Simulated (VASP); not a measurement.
# K (P6/mmm) in VASP: single point with PBE

Aim: the single point of K with PBE.

All numbers are computed with VASP 6.6.1; they aren't measurements. Logs are shortened: lines on timing, memory, paths and dates and some standing lists are left out, and cuts for length are marked.

## 1. The cell of the first run

Symmetry: P6/mmm, No. 191, hexagonal system. The conventional cell has a = 4.393 Å, b = 4.393 Å, c = 4.130 Å, α = 90.00°, β = 90.00°, γ = 120.00°. Within 5.4 Å of K (site symmetry 6/mmm) lie 8 K at 4.13 to 4.39 Å.

## 2. Single point, PBE

The input, INCAR:

```
SYSTEM = K
PREC     = Accurate       ! precision mode
ENCUT    = 520            ! plane-wave cutoff, eV
EDIFF    = 1E-6           ! SCF threshold, eV
ISMEAR   = -1             ! smearing method
SIGMA    = 0.08           ! smearing width, eV
LREAL    = .FALSE.        ! projectors in reciprocal space
LASPH    = .TRUE.         ! aspherical terms in the spheres
NELM     = 100            ! most SCF steps
ALGO     = Normal         ! electronic algorithm
ISIF     = 2              ! what is computed and relaxed
LWAVE    = .FALSE.        ! write WAVECAR
LCHARG   = .FALSE.        ! write CHGCAR
GGA      = PE             ! functional
NBANDS   = 10             ! bands
```

The input, KPOINTS:

```
regular mesh
0
G
  10 10 9
  0 0 0
```

The input, POSCAR:

```
K
1.0
    4.3931640922      0.0000000000      0.0000000000
   -2.1965820461      3.8045917068      0.0000000000
    0.0000000000      0.0000000000      4.1295742467
K
1
Direct
    0.0000000000      0.0000000000      0.0000000000
```

Potentials or basis: VASP PAW PBE potentials, release 64 (K_sv).

Launch:

```
cat potpaw_PBE.64/K_sv/POTCAR > POTCAR
mpirun -np 1 vasp_std > vasp.out
```

OUTCAR:

```text
SYSTEM = K
   PREC = Accurate
   ENCUT = 520
   EDIFF = 1E-6
   ISMEAR = -1
   LREAL = .FALSE.
   LASPH = .TRUE.
   NELM = 100
   ISIF = 2
   GGA = PE

 ion  position               nearest neighbor table
   1  0.000  0.000  0.000-

  LATTYP: Found a hexagonal cell.
 ALAT       =     4.3931640922
 C/A-ratio  =     0.9400000000

  Lattice vectors:

 A1 = (   4.3931640922,   0.0000000000,   0.0000000000)
 A2 = (  -2.1965820461,   3.8045917068,   0.0000000000)
 A3 = (   0.0000000000,   0.0000000000,   4.1295742467)

Analysis of symmetry for initial positions (statically):
=====================================================================
 Subroutine PRICEL returns:
 Original cell was already a primitive cell.

 Routine SETGRP: Setting up the symmetry group for a
 hexagonal supercell.

 Subroutine GETGRP returns: Found 24 space group operations
 (whereof 24 operations were pure point group operations)
 out of a pool of 24 trial point group operations.

The static configuration has the point symmetry D_6h.

Analysis of symmetry for dynamics (positions and initial velocities):
=====================================================================
 Subroutine PRICEL returns:
 Original cell was already a primitive cell.

 Routine SETGRP: Setting up the symmetry group for a
 hexagonal supercell.

 Subroutine GETGRP returns: Found 24 space group operations
 (whereof 24 operations were pure point group operations)
 out of a pool of 24 trial point group operations.

The dynamic configuration has the point symmetry D_6h.

 Subroutine INISYM returns: Found 24 space group operations
 (whereof 24 operations are pure point group operations),
 and found     1 'primitive' translations

----------------------------------------------------------------------------------------

                                     Primitive cell

  volume of cell :      69.0225

  direct lattice vectors                    reciprocal lattice vectors
     4.393164092  0.000000000  0.000000000     0.227626371  0.131420147  0.000000000
    -2.196582046  3.804591707  0.000000000     0.000000000  0.262840293  0.000000000
     0.000000000  0.000000000  4.129574247     0.000000000  0.000000000  0.242155714

  length of vectors
     4.393164092  4.393164092  4.129574247     0.262840293  0.262840293  0.242155714

  position of ions in fractional coordinates (direct lattice)
     0.000000000  0.000000000  0.000000000

  ion indices of the primitive-cell ions
   primitive index   ion index
                 1           1

----------------------------------------------------------------------------------------

 KPOINTS: regular mesh

Automatic generation of k-mesh.
 Grid dimensions read from file:
 generate k-points for:   10   10    9

 Generating k-lattice:

  Cartesian coordinates                     Fractional coordinates (reciprocal lattice)
     0.022762637  0.013142015  0.000000000     0.100000000  0.000000000  0.000000000
     0.000000000  0.026284029  0.000000000     0.000000000  0.100000000  0.000000000
     0.000000000  0.000000000  0.026906190     0.000000000  0.000000000  0.111111111

  Length of vectors
     0.026284029  0.026284029  0.026906190

  Shift w.r.t. Gamma in fractional coordinates (k-lattice)
     0.000000000  0.000000000  0.000000000

 Subroutine IBZKPT returns following result:
 ===========================================

 Found     70 irreducible k-points:

 Following reciprocal coordinates:
            Coordinates               Weight
  0.000000  0.000000  0.000000      1.000000
  0.100000  0.000000  0.000000      6.000000
  0.200000  0.000000  0.000000      6.000000
  0.300000  0.000000  0.000000      6.000000
  0.400000  0.000000  0.000000      6.000000
  0.500000  0.000000  0.000000      3.000000
[... 16 lines left out ...]
  0.300000  0.100000  0.111111     24.000000
  0.400000  0.100000  0.111111     24.000000
 [... further k-points ...]
   k-points           NKPTS =     70   k-points in BZ     NKDIM =     70   number of bands    NBANDS=     10
   number of dos      NEDOS =    301   number of ions     NIONS =      1
   total plane-waves  NPLWV =  41472
   dimension x,y,z NGX =    36 NGY =   36 NGZ =   32
   dimension x,y,z NGXF=    72 NGYF=   72 NGZF=   64
   ions per type =               1
   NGX,Y,Z   is equivalent  to a cutoff of  13.62, 13.62, 12.88 a.u.
   NGXF,Y,Z  is equivalent  to a cutoff of  27.25, 27.25, 25.76 a.u.
 SYSTEM =  K
   PREC   = accura    normal or accurate (medium, high low for compatibility)
   ISTART =      0    job   : 0-new  1-cont  2-samecut
   ICHARG =      2    charge: 1-file 2-atom 10-const
   ISPIN  =      1    spin polarized calculation?
   LNONCOLLINEAR =      F non collinear calculations
   LSORBIT =      F    spin-orbit coupling
   LASPH  =      T    aspherical Exc in radial PAW
   ENCUT  =  520.0 eV  38.22 Ry    6.18 a.u.   8.17  8.17  7.68*2*pi/ulx,y,z
   NELM   =    100;   NELMIN=  2; NELMDL= -5     # of ELM steps
   EDIFF  = 0.1E-05   stopping-criterion for ELM
   LREAL  =      F    real-space projection
   EDIFFG = 0.1E-04   stopping-criterion for IOM
   NSW    =      0    number of steps for IOM
   IBRION =     -1    ionic relax: 0-MD 1-quasi-New 2-CG
   NFREE  =      0    steps in history (QN), initial steepest desc. (CG)
   ISIF   =      2    stress and relaxation
   ISYM   =      2    0-nonsym 1-usesym 2-fastsym
   POTIM  = 0.5000    time-step for ionic-motion
   TEBEG  =    0.0;   TEEND  =   0.0 temperature during run
   PSTRESS=    0.0 pullay stress
   NELECT =       9.0000    total number of electrons
   NUPDOWN=      -1.0000    fix difference up-down
   EMIN   =  10.00;   EMAX   =-10.00  energy-range for DOS
   EFERMI =   0.00;   METHOD = LEGACY
   ISMEAR =    -1;   SIGMA  =   0.08  broadening in eV -4-tet -1-fermi 0-gaus
   EFERMI_NEDOS =   21; number of points for ismear=-14 and -15
   IALGO  =     38    algorithm
   IMIX   =      4    mixing-type and parameters
     AMIX     =   0.40;   BMIX     =  1.00
     AMIX_MAG =   1.60;   BMIX_MAG =  1.00
  volume/ion in A,a.u.               =      69.02       465.79
  Fermi-wavevector in a.u.,A,eV,Ry     =   0.830154  1.568764  9.376536  0.689156
  Thomas-Fermi vector in A             =   1.942823
   LORBIT       =      0    0 simple, 1 ext, 2 COOP (PROOUT), +10 PAW based schemes
   GGA     = PE    functional components
   LHFCALC =     F    Hartree Fock is set to
   AEXX    =    0.0000 exact exchange contribution
   IVDW    =     0    specifies the selected vdW correction
   LEPSILON=     F    determine dielectric tensor
   LRPA    =     F    only Hartree local field effects (RPA)
 non-spin polarized calculation
  energy-cutoff  :      520.00
  volume of cell :       69.02
 maximum number of plane-waves:      1876
 NGX is ok and might be reduce to    36
   NGX = 17   NGY = 17   NGZ = 15

 number of electron       9.0000000 magnetization

 Free energy of the ion-electron system (eV)
  ---------------------------------------------------
  ext. energy  EPLUGINS =         0.00000000
  ---------------------------------------------------
  free energy    TOTEN  =        -0.98742033 eV

  energy without entropy =       -0.97009667  energy(sigma->0) =       -0.97875850

 E-fermi :   0.0495     XC(G=0):  -5.8025

 val. band max:       -0.0117742659   @ k =   0.4000   0.0000   0.2222
 cond. band min:       0.0506376282   @ k =   0.2000   0.0000   0.4444
 fundamental gap:      0.0624118941
 Fermi energy:         0.0495498341

 k-point     1 :       0.0000    0.0000    0.0000
  band No.  band energies     occupation
      1     -32.1614      2.00000
      2     -15.5964      2.00000
      3     -15.5964      2.00000
      4     -15.5929      2.00000
      5      -2.2080      2.00000
      6       3.0533      0.00000
      7       4.2838      0.00000
      8       4.2838      0.00000
      9       6.5841      0.00000
     10       6.5884      0.00000

 k-point     2 :       0.1000    0.0000    0.0000
  band No.  band energies     occupation
      1     -32.1608      2.00000
      2     -15.6064      2.00000
      3     -15.5987      2.00000
      4     -15.5919      2.00000
      5      -2.0867      2.00000
      6       3.0928      0.00000
      7       3.9163      0.00000
      8       4.3773      0.00000
      9       6.0980      0.00000
     10       6.5531      0.00000

 k-point     3 :       0.2000    0.0000    0.0000
  band No.  band energies     occupation
      1     -32.1592      2.00000
      2     -15.6322      2.00000
      3     -15.6048      2.00000
      4     -15.5892      2.00000
      5      -1.7310      2.00000
      6       3.0839      0.00000
      7       3.2476      0.00000
      8       4.6481      0.00000
      9       5.6117      0.00000
     10       6.4745      0.00000

 k-point     4 :       0.3000    0.0000    0.0000
  band No.  band energies     occupation
      1     -32.1572      2.00000
      2     -15.6639      2.00000
      3     -15.6122      2.00000
      4     -15.5858      2.00000
      5      -1.1651      2.00000
      6       2.2741      0.00000
      7       3.2188      0.00000
      8       5.0655      0.00000
      9       5.2600      0.00000
     10       6.3821      0.00000
[... 222 lines left out ...]
 k-point    22 :       0.2000    0.1000    0.1111
  band No.  band energies     occupation
      1     -32.1570      2.00000
      2     -15.6489      2.00000
      3     -15.6108      2.00000
      4     -15.6015      2.00000
      5      -1.2687      2.00000
      6       2.7441      0.00000
      7       3.1851      0.00000
      8       4.5573      0.00000
      9       5.2231      0.00000
     10       6.0109      0.00000

 k-point    23 :       0.3000    0.1000    0.1111
  band No.  band energies     occupation
      1     -32.1552      2.00000
      2     -15.6753      2.00000
      3     -15.6193      2.00000
      4     -15.5982      2.00000
      5      -0.6219      1.99955
      6       1.9293      0.00000
      7       3.1453      0.00000
      8       4.5452      0.00000
      9       5.3326      0.00000
     10       6.0048      0.00000

 k-point    24 :       0.4000    0.1000    0.1111
  band No.  band energies     occupation
      1     -32.1541      2.00000
      2     -15.6915      2.00000
      3     -15.6246      2.00000
      4     -15.5962      2.00000
      5       0.1692      0.36628
      6       1.0502      0.00001
      7       3.0329      0.00000
      8       4.6708      0.00000
      9       5.2913      0.00000
     10       6.2682      0.00000

 [... further k-points ...]

------------------------ aborting loop because EDIFF is reached ----------------------------------------

  FORCE on cell =-STRESS in cart. coord.  units (eV):
  Direction    XX          YY          ZZ          XY          YZ          ZX
  --------------------------------------------------------------------------------------
  -------------------------------------------------------------------------------------
  Total        0.1763027      0.1763027      0.1575732      0.0000000      0.0000000      0.0000000
  in kB        4.0924060      4.0924060      3.6576500      0.0000000      0.0000000      0.0000000
  external PRESSURE =       3.9474873 kB  Pullay stress =       0.0000000 kB

 VOLUME and BASIS-vectors are now :
 -----------------------------------------------------------------------------
  energy-cutoff  :      520.00
  volume of cell :       69.02
      direct lattice vectors                 reciprocal lattice vectors
     4.393164092  0.000000000  0.000000000     0.227626371  0.131420147  0.000000000
    -2.196582046  3.804591707  0.000000000     0.000000000  0.262840293  0.000000000
     0.000000000  0.000000000  4.129574247     0.000000000  0.000000000  0.242155714

 POSITION                                       TOTAL-FORCE (eV/Angst)
 -----------------------------------------------------------------------------------
      0.00000      0.00000      0.00000         0.000000      0.000000      0.000000
 -----------------------------------------------------------------------------------
    total drift:                                0.000000     -0.000000     -0.000000

  FREE ENERGIE OF THE ION-ELECTRON SYSTEM (eV)
  ---------------------------------------------------
  free  energy   TOTEN  =        -0.9874203316 eV

  energy  without entropy=       -0.9700966699  energy(sigma->0) =       -0.97875850
```

It took 65 s on 1 thread of Intel Xeon 8259CL, shared host; peak memory 0.21 GiB.

What came out:

* Free energy: -0.9874 eV
* Pressure: 0.4 GPa
